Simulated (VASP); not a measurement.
# BN (F-43m) in VASP: single point with LDA

Aim: the single point of BN with LDA.

All numbers are computed with VASP 6.6.1; they aren't measurements. Logs are shortened: lines on timing, memory, paths and dates and some standing lists are left out, and cuts for length are marked.

### Step 1. The cell of the first run

The structure is cubic, space group F-43m (No. 216). The conventional cell has a = 3.609 Å, b = 3.609 Å, c = 3.609 Å, α = 90.00°, β = 90.00°, γ = 90.00°. B (site symmetry -43m) has 4 N at 1.56 Å within 2.1 Å. Within 2.1 Å of N (site symmetry -43m) lie 4 B at 1.56 Å.

### Step 2. Single point, LDA (strained cell)

File INCAR:

```
SYSTEM = BN
PREC = Accurate
ENCUT = 1330
EDIFF = 1E-6
ISMEAR = 0
SIGMA = 0.02
LREAL = .False.
LASPH = .True.
NELM = 120
ALGO = Normal
ISIF = 2
LWAVE = .False.
LCHARG = .True.
LELF = .True.
LVHAR = .True.
NBANDS = 11
GGA_COMPAT = .False.
```

File KPOINTS:

```
Automatic mesh
0
Gamma
  12 12 12
  0 0 0
```

File POSCAR:

```
BN
1.0
    0.0000000000      1.8044241095      1.8044241095
    1.8044241095      0.0000000000      1.8044241095
    1.8044241095      1.8044241095      0.0000000000
B N
1 1
Direct
    0.0000000000      0.0000000000      0.0000000000
    0.2500000000      0.2500000000      0.2500000000
```

Potentials or basis: VASP PAW LDA potentials, release 64 (B_h, N_h).

Run with:

```console
> cat potpaw_LDA.64/B_h/POTCAR potpaw_LDA.64/N_h/POTCAR > POTCAR
> mpirun -np 1 vasp_std > vasp.out
```

OUTCAR:

```text
SYSTEM = BN
   PREC = Accurate
   ENCUT = 1330
   EDIFF = 1E-6
   ISMEAR = 0
   LREAL = .False.
   LASPH = .True.
   NELM = 120
   ISIF = 2

 ion  position               nearest neighbor table
   1  0.000  0.000  0.000-
   2  0.250  0.250  0.250-

  LATTYP: Found a face centered cubic cell.
 ALAT       =     3.6088482190

  Lattice vectors:

 A1 = (   0.0000000000,   1.8044241095,   1.8044241095)
 A2 = (   1.8044241095,   0.0000000000,   1.8044241095)
 A3 = (   1.8044241095,   1.8044241095,   0.0000000000)

Analysis of symmetry for initial positions (statically):
=====================================================================
 Subroutine PRICEL returns:
 Original cell was already a primitive cell.

 Routine SETGRP: Setting up the symmetry group for a
 face centered cubic supercell.

 Subroutine GETGRP returns: Found 24 space group operations
 (whereof 24 operations were pure point group operations)
 out of a pool of 48 trial point group operations.

The static configuration has the point symmetry T_d .

Analysis of symmetry for dynamics (positions and initial velocities):
=====================================================================
 Subroutine PRICEL returns:
 Original cell was already a primitive cell.

 Routine SETGRP: Setting up the symmetry group for a
 face centered cubic supercell.

 Subroutine GETGRP returns: Found 24 space group operations
 (whereof 24 operations were pure point group operations)
 out of a pool of 48 trial point group operations.

The dynamic configuration has the point symmetry T_d .

 Subroutine INISYM returns: Found 24 space group operations
 (whereof 24 operations are pure point group operations),
 and found     1 'primitive' translations

----------------------------------------------------------------------------------------

                                     Primitive cell

  volume of cell :      11.7502

  direct lattice vectors                    reciprocal lattice vectors
     0.000000000  1.804424109  1.804424109    -0.277096719  0.277096719  0.277096719
     1.804424109  0.000000000  1.804424109     0.277096719 -0.277096719  0.277096719
     1.804424109  1.804424109  0.000000000     0.277096719  0.277096719 -0.277096719

  length of vectors
     2.551841048  2.551841048  2.551841048     0.479945596  0.479945596  0.479945596

  position of ions in fractional coordinates (direct lattice)
     0.000000000  0.000000000  0.000000000
     0.250000000  0.250000000  0.250000000

  ion indices of the primitive-cell ions
   primitive index   ion index
                 1           1
                 2           2

----------------------------------------------------------------------------------------

 KPOINTS: Automatic mesh

Automatic generation of k-mesh.
 Grid dimensions read from file:
 generate k-points for:   12   12   12

 Generating k-lattice:

  Cartesian coordinates                     Fractional coordinates (reciprocal lattice)
    -0.023091393  0.023091393  0.023091393     0.083333333  0.000000000  0.000000000
     0.023091393 -0.023091393  0.023091393     0.000000000  0.083333333  0.000000000
     0.023091393  0.023091393 -0.023091393     0.000000000  0.000000000  0.083333333

  Length of vectors
     0.039995466  0.039995466  0.039995466

  Shift w.r.t. Gamma in fractional coordinates (k-lattice)
     0.000000000  0.000000000  0.000000000

 Subroutine IBZKPT returns following result:
 ===========================================

 Found     72 irreducible k-points:

 Following reciprocal coordinates:
            Coordinates               Weight
  0.000000  0.000000  0.000000      1.000000
  0.083333  0.000000  0.000000      8.000000
  0.166667  0.000000  0.000000      8.000000
  0.250000  0.000000  0.000000      8.000000
  0.333333  0.000000  0.000000      8.000000
  0.416667  0.000000  0.000000      8.000000
[... 16 lines left out ...]
  0.500000  0.166667  0.000000     24.000000
 -0.416667  0.166667  0.000000     24.000000
 [... further k-points ...]
   k-points           NKPTS =     72   k-points in BZ     NKDIM =     72   number of bands    NBANDS=     11
   number of dos      NEDOS =    301   number of ions     NIONS =      2
   total plane-waves  NPLWV =  27000
   dimension x,y,z NGX =    30 NGY =   30 NGZ =   30
   dimension x,y,z NGXF=    60 NGYF=   60 NGZF=   60
   ions per type =               1   1
   NGX,Y,Z   is equivalent  to a cutoff of  19.54, 19.54, 19.54 a.u.
   NGXF,Y,Z  is equivalent  to a cutoff of  39.09, 39.09, 39.09 a.u.
 SYSTEM =  BN
   PREC   = accura    normal or accurate (medium, high low for compatibility)
   ISTART =      0    job   : 0-new  1-cont  2-samecut
   ICHARG =      2    charge: 1-file 2-atom 10-const
   ISPIN  =      1    spin polarized calculation?
   LNONCOLLINEAR =      F non collinear calculations
   LSORBIT =      F    spin-orbit coupling
   LASPH  =      T    aspherical Exc in radial PAW
   ENCUT  = 1330.0 eV  97.75 Ry    9.89 a.u.   7.59  7.59  7.59*2*pi/ulx,y,z
   NELM   =    120;   NELMIN=  2; NELMDL= -5     # of ELM steps
   EDIFF  = 0.1E-05   stopping-criterion for ELM
   LREAL  =      F    real-space projection
   EDIFFG = 0.1E-04   stopping-criterion for IOM
   NSW    =      0    number of steps for IOM
   IBRION =     -1    ionic relax: 0-MD 1-quasi-New 2-CG
   NFREE  =      0    steps in history (QN), initial steepest desc. (CG)
   ISIF   =      2    stress and relaxation
   ISYM   =      2    0-nonsym 1-usesym 2-fastsym
   POTIM  = 0.5000    time-step for ionic-motion
   TEBEG  =    0.0;   TEEND  =   0.0 temperature during run
   PSTRESS=    0.0 pullay stress
   NELECT =       8.0000    total number of electrons
   NUPDOWN=      -1.0000    fix difference up-down
   EMIN   =  10.00;   EMAX   =-10.00  energy-range for DOS
   EFERMI =   0.00;   METHOD = LEGACY
   ISMEAR =     0;   SIGMA  =   0.02  broadening in eV -4-tet -1-fermi 0-gaus
   EFERMI_NEDOS =   21; number of points for ismear=-14 and -15
   IALGO  =     38    algorithm
   IMIX   =      4    mixing-type and parameters
     AMIX     =   0.40;   BMIX     =  1.00
     AMIX_MAG =   1.60;   BMIX_MAG =  1.00
  volume/ion in A,a.u.               =       5.88        39.65
  Fermi-wavevector in a.u.,A,eV,Ry     =   1.440200  2.721584 28.220887  2.074177
  Thomas-Fermi vector in A             =   2.558971
   LORBIT       =      0    0 simple, 1 ext, 2 COOP (PROOUT), +10 PAW based schemes
   GGA     = CA    functional components
   LHFCALC =     F    Hartree Fock is set to
   AEXX    =    0.0000 exact exchange contribution
   IVDW    =     0    specifies the selected vdW correction
   LEPSILON=     F    determine dielectric tensor
   LRPA    =     F    only Hartree local field effects (RPA)
 non-spin polarized calculation
 Gauss-broadening in eV      SIGMA  =   0.02
  energy-cutoff  :     1330.00
  volume of cell :       11.75
 maximum number of plane-waves:      1308
   NGX = 15   NGY = 15   NGZ = 15

 number of electron       8.0000000 magnetization

 Free energy of the ion-electron system (eV)
  ---------------------------------------------------
  ext. energy  EPLUGINS =         0.00000000
  ---------------------------------------------------
  free energy    TOTEN  =       -19.41489979 eV

  energy without entropy =      -19.41489979  energy(sigma->0) =      -19.41489979

 E-fermi :   9.0221     XC(G=0): -13.2909

 val. band max:        8.9211210207   @ k =   0.0000   0.0000   0.0000
 cond. band min:      13.2749197250   @ k =   0.5000   0.5000   0.0000
 fundamental gap:      4.3537987042
 Fermi energy:         9.0221360916

 k-point     1 :       0.0000    0.0000    0.0000
  band No.  band energies     occupation
      1     -11.2069      2.00000
      2       8.9211      2.00000
      3       8.9211      2.00000
      4       8.9211      2.00000
      5      17.6323      0.00000
      6      17.6323      0.00000
      7      17.6323      0.00000
      8      19.4432      0.00000
      9      33.5115      0.00000
     10      36.7580      0.00000
     11      36.7580      0.00000

 k-point     2 :       0.0833    0.0000    0.0000
  band No.  band energies     occupation
      1     -11.0366      2.00000
      2       8.0126      2.00000
      3       8.7378      2.00000
      4       8.7378      2.00000
      5      17.8706      0.00000
      6      17.9081      0.00000
      7      17.9081      0.00000
      8      19.9711      0.00000
      9      33.2466      0.00000
     10      34.4209      0.00000
     11      34.4209      0.00000

 k-point     3 :       0.1667    0.0000    0.0000
  band No.  band energies     occupation
      1     -10.5317      2.00000
      2       5.9166      2.00000
      3       8.2929      2.00000
      4       8.2929      2.00000
      5      18.2481      0.00000
      6      18.5474      0.00000
      7      18.5474      0.00000
      8      21.2201      0.00000
      9      32.6223      0.00000
     10      32.8526      0.00000
     11      32.8526      0.00000

 k-point     4 :       0.2500    0.0000    0.0000
  band No.  band energies     occupation
      1      -9.7140      2.00000
      2       3.4465      2.00000
      3       7.7806      2.00000
      4       7.7806      2.00000
      5      18.6081      0.00000
      6      19.1558      0.00000
      7      19.1558      0.00000
      8      22.4649      0.00000
      9      32.0758      0.00000
     10      32.4396      0.00000
     11      32.4396      0.00000

 k-point     5 :       0.3333    0.0000    0.0000
  band No.  band energies     occupation
      1      -8.6430      2.00000
      2       1.0422      2.00000
      3       7.3444      2.00000
      4       7.3444      2.00000
      5      18.9193      0.00000
      6      19.4662      0.00000
      7      19.4662      0.00000
      8      23.3425      0.00000
      9      31.8746      0.00000
     10      33.2215      0.00000
     11      33.2215      0.00000
[... 211 lines left out ...]
 k-point    21 :       0.3333    0.1667    0.0000
  band No.  band energies     occupation
      1      -8.8178      2.00000
      2       2.8489      2.00000
      3       6.1189      2.00000
      4       6.4368      2.00000
      5      16.9378      0.00000
      6      21.2430      0.00000
      7      21.6122      0.00000
      8      21.6279      0.00000
      9      28.2130      0.00000
     10      35.2103      0.00000
     11      36.9943      0.00000

 k-point    22 :       0.4167    0.1667    0.0000
  band No.  band energies     occupation
      1      -7.7302      2.00000
      2       0.7333      2.00000
      3       5.7851      2.00000
      4       5.9348      2.00000
      5      17.3429      0.00000
      6      21.3405      0.00000
      7      21.6972      0.00000
      8      22.6129      0.00000
      9      29.0879      0.00000
     10      34.9957      0.00000
     11      37.2234      0.00000

 k-point    23 :       0.5000    0.1667    0.0000
  band No.  band energies     occupation
      1      -6.7272      2.00000
      2      -0.8599      2.00000
      3       5.1949      2.00000
      4       6.0094      2.00000
      5      17.6904      0.00000
      6      21.3017      0.00000
      7      21.4535      0.00000
      8      23.8937      0.00000
      9      29.4392      0.00000
     10      35.1572      0.00000
     11      36.4034      0.00000

 k-point    24 :      -0.4167    0.1667    0.0000
  band No.  band energies     occupation
      1      -6.5314      2.00000
      2      -1.1400      2.00000
      3       4.7881      2.00000
      4       6.3281      2.00000
      5      18.1383      0.00000
      6      21.0589      0.00000
      7      21.1645      0.00000
      8      24.5052      0.00000
      9      29.7185      0.00000
     10      34.1586      0.00000
     11      35.4136      0.00000

 [... further k-points ...]

------------------------ aborting loop because EDIFF is reached ----------------------------------------

  FORCE on cell =-STRESS in cart. coord.  units (eV):
  Direction    XX          YY          ZZ          XY          YZ          ZX
  --------------------------------------------------------------------------------------
  -------------------------------------------------------------------------------------
  Total       -0.6202019     -0.6202019     -0.6202019     -0.0000000      0.0000000      0.0000000
  in kB      -84.5663969    -84.5663969    -84.5663969     -0.0000000      0.0000000      0.0000000
  external PRESSURE =     -84.5663969 kB  Pullay stress =       0.0000000 kB

 VOLUME and BASIS-vectors are now :
 -----------------------------------------------------------------------------
  energy-cutoff  :     1330.00
  volume of cell :       11.75
      direct lattice vectors                 reciprocal lattice vectors
     0.000000000  1.804424109  1.804424109    -0.277096719  0.277096719  0.277096719
     1.804424109  0.000000000  1.804424109     0.277096719 -0.277096719  0.277096719
     1.804424109  1.804424109  0.000000000     0.277096719  0.277096719 -0.277096719

 POSITION                                       TOTAL-FORCE (eV/Angst)
 -----------------------------------------------------------------------------------
      0.00000      0.00000      0.00000         0.000000      0.000000      0.000000
      0.90221      0.90221      0.90221        -0.000000     -0.000000     -0.000000
 -----------------------------------------------------------------------------------
    total drift:                                0.000000      0.000000     -0.000000

  FREE ENERGIE OF THE ION-ELECTRON SYSTEM (eV)
  ---------------------------------------------------
  free  energy   TOTEN  =       -19.4148997863 eV

  energy  without entropy=      -19.4148997863  energy(sigma->0) =      -19.41489979
```

Run time: 18 s. Hardware: 1 thread of Intel Xeon Platinum 8488C (Sapphire Rapids), shared host; peak memory 0.16 GiB.

What came out:

```
Free energy            : -19.4149 eV
Pressure               : -8.5 GPa
Band gap on the k mesh : 4.35 eV (least direct gap 8.71 eV)
```

Levels at points of the mesh, in eV from the valence-band top:
```
           k point  band 1  band 2  band 3  band 4  band 5  band 6  band 7  band 8
(0.00, 0.00, 0.00)  -20.13    0.00    0.00    0.00    8.71    8.71    8.71   10.52
(0.50, 0.00, 0.00)  -15.82  -10.76   -1.96   -1.96   10.28   10.60   10.60   15.07
(0.50, 0.50, 0.00)  -14.44   -8.92   -4.95   -4.95    4.35    9.18   17.78   17.78
```

Caveat: the cell differs from its parent crystal (strained cell); the cell stands under tension.
